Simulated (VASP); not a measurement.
# Si5N (F-43m) in VASP: notebook

Runs on Si5N. Level: PBE. Tasks: single point, relaxation of cell and atoms.

All numbers are computed with VASP 6.6.1; they aren't measurements. Logs are shortened: lines on timing, memory, paths and dates and some standing lists are left out, and cuts for length are marked.

### Step 1. The cell of the first run

The structure is cubic, space group F-43m (No. 216). Conventional cell: a = 7.571 Å, b = 7.571 Å, c = 7.571 Å, α = 90.00°, β = 90.00°, γ = 90.00°. Si (site symmetry 3m) has 1 N at 1.82 Å and 3 Si at 2.38 Å within 2.4 Å. Si (site symmetry -43m) has 12 Si at 3.11 Å and 6 N at 3.79 Å within 4.1 Å. N (site symmetry -43m) has 4 Si at 1.82 Å within 2.4 Å.

### Step 2. Single point, PBE

INCAR

```
SYSTEM = Si5N
ALGO = Normal
EDIFF = 1E-6
ENCUT = 520
GGA = PE
ISIF = 2
ISMEAR = 0
LASPH = .TRUE.
LCHARG = .FALSE.
LREAL = .FALSE.
LWAVE = .FALSE.
NBANDS = 22
NELM = 80
PREC = Accurate
SIGMA = 0.1
```

KPOINTS

```
k-points
0
G
  4 4 4
  0 0 0
```

POSCAR

```
Si5N
1.0
    0.0000000000      3.7852756247      3.7852756247
    3.7852756247      0.0000000000      3.7852756247
    3.7852756247      3.7852756247      0.0000000000
Si N
5 1
Direct
    0.6386424605      0.6386424605      0.6386424605
    0.6386424605      0.6386424605      0.0840726185
    0.6386424605      0.0840726185      0.6386424605
    0.0840726185      0.6386424605      0.6386424605
    0.0000000000      0.0000000000      0.0000000000
    0.5000000000      0.5000000000      0.5000000000
```

Potentials or basis: VASP PAW PBE potentials, release 64 (Si, N).

Command:

```sh
> cat potpaw_PBE.64/Si/POTCAR potpaw_PBE.64/N/POTCAR > POTCAR
> mpirun -np 1 vasp_std > vasp.out
```

OUTCAR:

```text
SYSTEM = Si5N
   EDIFF = 1E-6
   ENCUT = 520
   GGA = PE
   ISIF = 2
   ISMEAR = 0
   LASPH = .TRUE.
   LREAL = .FALSE.
   NELM = 80
   PREC = Accurate

 ion  position               nearest neighbor table
   1  0.639  0.639  0.639-   6 1.82   3 2.38   4 2.38   2 2.38   2 2.97   3 2.97   4 2.97   5 3.11
                             5 3.11   5 3.11
   2  0.639  0.639  0.084-   6 1.82   3 2.38   4 2.38   1 2.38   1 2.97   3 2.97   4 2.97   5 3.11
                             5 3.11   5 3.11
   3  0.639  0.084  0.639-   6 1.82   2 2.38   4 2.38   1 2.38   1 2.97   2 2.97   4 2.97   5 3.11
                             5 3.11   5 3.11
   4  0.084  0.639  0.639-   6 1.82   2 2.38   3 2.38   1 2.38   2 2.97   3 2.97   1 2.97   5 3.11
                             5 3.11   5 3.11
   5  0.000  0.000  0.000-   2 3.11   3 3.11   4 3.11   1 3.11   1 3.11   1 3.11   3 3.11   3 3.11
                             4 3.11   2 3.11   2 3.11   4 3.11
   6  0.500  0.500  0.500-   2 1.82   3 1.82   4 1.82   1 1.82

  LATTYP: Found a face centered cubic cell.
 ALAT       =     7.5705512494

  Lattice vectors:

 A1 = (   0.0000000000,   3.7852756247,   3.7852756247)
 A2 = (   3.7852756247,   0.0000000000,   3.7852756247)
 A3 = (   3.7852756247,   3.7852756247,   0.0000000000)

Analysis of symmetry for initial positions (statically):
=====================================================================
 Subroutine PRICEL returns:
 Original cell was already a primitive cell.

 Routine SETGRP: Setting up the symmetry group for a
 face centered cubic supercell.

 Subroutine GETGRP returns: Found 24 space group operations
 (whereof 24 operations were pure point group operations)
 out of a pool of 48 trial point group operations.

The static configuration has the point symmetry T_d .

Analysis of symmetry for dynamics (positions and initial velocities):
=====================================================================
 Subroutine PRICEL returns:
 Original cell was already a primitive cell.

 Routine SETGRP: Setting up the symmetry group for a
 face centered cubic supercell.

 Subroutine GETGRP returns: Found 24 space group operations
 (whereof 24 operations were pure point group operations)
 out of a pool of 48 trial point group operations.

The dynamic configuration has the point symmetry T_d .

 Subroutine INISYM returns: Found 24 space group operations
 (whereof 24 operations are pure point group operations),
 and found     1 'primitive' translations
[... 80 lines left out ...]
   ISPIN  =      1    spin polarized calculation?
   LNONCOLLINEAR =      F non collinear calculations
   LSORBIT =      F    spin-orbit coupling
   LASPH  =      T    aspherical Exc in radial PAW
   ENCUT  =  520.0 eV  38.22 Ry    6.18 a.u.   9.95  9.95  9.95*2*pi/ulx,y,z
   NELM   =     80;   NELMIN=  2; NELMDL= -5     # of ELM steps
   EDIFF  = 0.1E-05   stopping-criterion for ELM
   LREAL  =      F    real-space projection
[... 7 lines left out ...]
   TEBEG  =    0.0;   TEEND  =   0.0 temperature during run
   PSTRESS=    0.0 pullay stress
   NELECT =      25.0000    total number of electrons
   NUPDOWN=      -1.0000    fix difference up-down
   EMIN   =  10.00;   EMAX   =-10.00  energy-range for DOS
   EFERMI =   0.00;   METHOD = LEGACY
   ISMEAR =     0;   SIGMA  =   0.10  broadening in eV -4-tet -1-fermi 0-gaus
   EFERMI_NEDOS =   21; number of points for ismear=-14 and -15
   IALGO  =     38    algorithm
   IMIX   =      4    mixing-type and parameters
     AMIX     =   0.40;   BMIX     =  1.00
     AMIX_MAG =   1.60;   BMIX_MAG =  1.00
  volume/ion in A,a.u.               =      18.08       122.00
  Fermi-wavevector in a.u.,A,eV,Ry     =   1.003723  1.896762 13.707331  1.007460
  Thomas-Fermi vector in A             =   2.136293
   LORBIT       =      0    0 simple, 1 ext, 2 COOP (PROOUT), +10 PAW based schemes
   GGA     = PE    functional components
   LHFCALC =     F    Hartree Fock is set to
   AEXX    =    0.0000 exact exchange contribution
   IVDW    =     0    specifies the selected vdW correction
   LEPSILON=     F    determine dielectric tensor
   LRPA    =     F    only Hartree local field effects (RPA)
 non-spin polarized calculation
 Gauss-broadening in eV      SIGMA  =   0.10
  energy-cutoff  :      520.00
  volume of cell :      108.47
 maximum number of plane-waves:      2954
   NGX = 19   NGY = 19   NGZ = 19

 number of electron      24.9999999 magnetization

 Free energy of the ion-electron system (eV)
  ---------------------------------------------------
  ext. energy  EPLUGINS =         0.00000000
  ---------------------------------------------------
  free energy    TOTEN  =       -30.77057965 eV

  energy without entropy =      -30.75657591  energy(sigma->0) =      -30.76357778

 E-fermi :   6.4494     XC(G=0):  -9.5488

 val. band max:        6.4405596689   @ k =   0.5000   0.5000   0.0000
 cond. band min:       6.5283357297   @ k =   0.5000   0.5000   0.0000
 fundamental gap:      0.0877760608
 Fermi energy:         6.4493517038

 k-point     1 :       0.0000    0.0000    0.0000
  band No.  band energies     occupation
      1     -12.5923      2.00000
      2      -5.7038      2.00000
      3      -2.7939      2.00000
      4      -2.7939      2.00000
      5      -2.7939      2.00000
      6       0.0735      2.00000
[... 189 lines left out ...]
     21      11.3467      0.00000
     22      11.7690      0.00000

------------------------ aborting loop because EDIFF is reached ----------------------------------------

  FORCE on cell =-STRESS in cart. coord.  units (eV):
  Direction    XX          YY          ZZ          XY          YZ          ZX
  --------------------------------------------------------------------------------------
  -------------------------------------------------------------------------------------
  Total        0.0009950      0.0009950      0.0009950      0.0000000      0.0000000      0.0000000
  in kB        0.0146962      0.0146962      0.0146962      0.0000000      0.0000000      0.0000000
  external PRESSURE =       0.0146962 kB  Pullay stress =       0.0000000 kB

 VOLUME and BASIS-vectors are now :
 -----------------------------------------------------------------------------
  energy-cutoff  :      520.00
  volume of cell :      108.47
      direct lattice vectors                 reciprocal lattice vectors
     0.000000000  3.785275625  3.785275625    -0.132090777  0.132090777  0.132090777
     3.785275625  0.000000000  3.785275625     0.132090777 -0.132090777  0.132090777
     3.785275625  3.785275625  0.000000000     0.132090777  0.132090777 -0.132090777

 POSITION                                       TOTAL-FORCE (eV/Angst)
 -----------------------------------------------------------------------------------
      4.83488      4.83488      4.83488        -0.003217     -0.003217     -0.003217
      2.73568      2.73568      4.83488         0.003217      0.003217     -0.003217
      2.73568      4.83488      2.73568         0.003217     -0.003217      0.003217
      4.83488      2.73568      2.73568        -0.003217      0.003217      0.003217
      0.00000      0.00000      0.00000        -0.000000     -0.000000     -0.000000
      3.78528      3.78528      3.78528        -0.000000     -0.000000     -0.000000
 -----------------------------------------------------------------------------------
    total drift:                               -0.000000     -0.000000     -0.000000

  FREE ENERGIE OF THE ION-ELECTRON SYSTEM (eV)
  ---------------------------------------------------
  free  energy   TOTEN  =       -30.7705796483 eV

  energy  without entropy=      -30.7565759136  energy(sigma->0) =      -30.76357778
```

OSZICAR:

```text
N       E                     dE             d eps       ncg     rms          rms(c)
DAV:   1     0.656569983824E+02    0.65657E+02   -0.97664E+03   352   0.904E+02
DAV:   2    -0.255891085790E+02   -0.91246E+02   -0.87434E+02   414   0.164E+02
DAV:   3    -0.330428200010E+02   -0.74537E+01   -0.71973E+01   480   0.433E+01
DAV:   4    -0.331800871949E+02   -0.13727E+00   -0.13716E+00   412   0.681E+00
DAV:   5    -0.331825381418E+02   -0.24509E-02   -0.24507E-02   468   0.900E-01    0.114E+01
DAV:   6    -0.308716651669E+02    0.23109E+01   -0.74480E+00   460   0.173E+01    0.600E+00
DAV:   7    -0.307837809531E+02    0.87884E-01   -0.11392E+00   394   0.678E+00    0.284E+00
DAV:   8    -0.307754446890E+02    0.83363E-02   -0.21129E-01   462   0.231E+00    0.818E-01
DAV:   9    -0.307703055416E+02    0.51391E-02   -0.35932E-02   468   0.158E+00    0.293E-01
DAV:  10    -0.307706519751E+02   -0.34643E-03   -0.94669E-03   406   0.547E-01    0.200E-01
DAV:  11    -0.307705919292E+02    0.60046E-04   -0.45719E-03   444   0.425E-01    0.788E-02
DAV:  12    -0.307705534271E+02    0.38502E-04   -0.65751E-04   418   0.220E-01    0.435E-02
DAV:  13    -0.307705706758E+02   -0.17249E-04   -0.25707E-04   428   0.812E-02    0.839E-03
DAV:  14    -0.307705771764E+02   -0.65006E-05   -0.12655E-05   424   0.227E-02    0.379E-03
DAV:  15    -0.307705795971E+02   -0.24208E-05   -0.42617E-06   398   0.843E-03    0.302E-03
DAV:  16    -0.307705796483E+02   -0.51152E-07   -0.54606E-07   332   0.383E-03
   1 F= -.30770580E+02 E0= -.30763578E+02  d E =-.140037E-01
```

It took 51 s on 1 thread of Intel Xeon 6975P-C, shared host; peak memory 0.2 GiB.

Results:

```
Free energy   : -30.7706 eV
Pressure      : 0.0 GPa
Largest force : 0.006 eV/Å
```

Forces in eV/Å, atoms in the order of the input:
```
Si  -0.003 -0.003 -0.003
Si   0.003  0.003 -0.003
Si   0.003 -0.003  0.003
Si  -0.003  0.003  0.003
Si   0.000  0.000  0.000
N    0.000  0.000  0.000
```

Levels at points of the mesh, in eV from the Fermi level:
```
           k point  band 10  band 11  band 12  band 13  band 14  band 15
(0.00, 0.00, 0.00)    -2.03    -2.03    -1.45    -1.45    -1.45    -0.04
(0.50, 0.00, 0.00)    -1.90    -1.90    -0.11    -0.11     0.21     0.87
(0.50, 0.50, 0.00)    -2.80    -0.01     0.08     0.27     0.27     0.30
```

### Step 3. Relaxation of cell and atoms, PBE

This run uses another cell than the first one, of 13.70 Å³/atom, 0.758 times its volume.

INCAR

```
ALGO     = Normal         # electronic algorithm
EDIFF    = 1E-7           # SCF threshold, eV
EDIFFG   = -0.04          # ionic threshold
ENCUT    = 600            # plane-wave cutoff, eV
GGA      = PE             # functional
IBRION   = 2              # ionic algorithm
ISIF     = 3              # what is computed and relaxed
ISMEAR   = 0              # smearing method
LASPH    = T              # aspherical terms in the spheres
LCHARG   = F              # write CHGCAR
LREAL    = F              # projectors in reciprocal space
LWAVE    = F              # write WAVECAR
NELM     = 100            # most SCF steps
NSW      = 90             # ionic steps
PREC     = Accurate       # precision mode
SIGMA    = 0.1            # smearing width, eV
```

KPOINTS

```
k-points
0
Gamma
  4 4 4
```

POSCAR

```
Si5N
1.0
    0.0000000000      3.4506320000      3.4506320000
    3.4506320000      0.0000000000      3.4506320000
    3.4506320000      3.4506320000      0.0000000000
Si N
5 1
Direct
    0.6539812300      0.6539812300      0.6539812300
    0.6539812300      0.6539812300      0.0380563000
    0.6539812300      0.0380563000      0.6539812300
    0.0380563000      0.6539812300      0.6539812300
    0.0000000000      0.0000000000      0.0000000000
    0.5000000000      0.5000000000      0.5000000000
```

Potentials or basis: VASP PAW PBE potentials, release 64 (Si, N).

Command:

```sh
> cat potpaw_PBE.64/Si/POTCAR potpaw_PBE.64/N/POTCAR > POTCAR
> mpirun -np 1 vasp_std > vasp.out
```

Wall time 6 min (1 thread of Intel Xeon 6975P-C, shared host); peak memory 0.21 GiB.

It converged, with:

| Quantity | Value |
| --- | --- |
| Free energy | -30.7656 eV |
| Relaxed volume | 18.08 Å³/atom |
| Relaxed cell | a = 5.353 Å, b = 5.353 Å, c = 5.353 Å, α = 60.00°, β = 60.00°, γ = 60.00° |
| Space group after relaxing (to 0.05 Å) | F-43m (No. 216) |
| Energy gained by relaxing | 1561.6 meV/atom |
| Ionic steps | 10 |
| Pressure after relaxing | 0.0 GPa |
| Largest force after relaxing | 0.033 eV/Å |

Forces in eV/Å, atoms in the order of the input:
```
Si   0.019  0.019  0.019
Si  -0.019 -0.019  0.019
Si  -0.019  0.019 -0.019
Si   0.019 -0.019 -0.019
Si   0.000  0.000  0.000
N    0.000  0.000  0.000
```

Step by step:
```csv
step,energy change (eV),largest force (eV/Å),pressure (GPa),volume (Å³)
1,0.0000,21.4619,67.19,82.17
2,111.5713,140.1653,173.15,171.15
3,0.2352,17.3495,40.11,105.94
4,-3.8937,12.4557,30.41,98.45
5,-6.8789,6.8726,27.17,90.06
6,-7.3583,3.3669,30.85,86.06
7,-8.9657,0.8381,-7.18,122.61
8,-9.3698,0.0420,0.07,108.34
9,-9.3693,0.0805,-0.28,108.82
10,-9.3698,0.0335,0.01,108.45
```

Final structure:
```
Si N
1.0
     0.00000    3.78505    3.78505
     3.78505    0.00000    3.78505
     3.78505    3.78505    0.00000
Si N
5 1
Direct
  0.63856 0.63856 0.63856
  0.63856 0.63856 0.08431
  0.63856 0.08431 0.63856
  0.08431 0.63856 0.63856
  0.00000 0.00000 0.00000
  0.50000 0.50000 0.50000
```

Levels at points of the mesh, in eV from the Fermi level:
```csv
k point,band 10,band 11,band 12,band 13,band 14,band 15
"(0.00, 0.00, 0.00)",-2.03,-2.03,-1.46,-1.46,-1.46,-0.04
"(0.50, 0.00, 0.00)",-1.90,-1.90,-0.12,-0.12,0.21,0.87
"(0.50, 0.50, 0.00)",-2.81,-0.01,0.08,0.27,0.27,0.30
```

Caveat: the k points lie up to 0.36 Å⁻¹ apart in the final cell; the volume moved by over 15 % at a fixed basis, so the end points are rough.
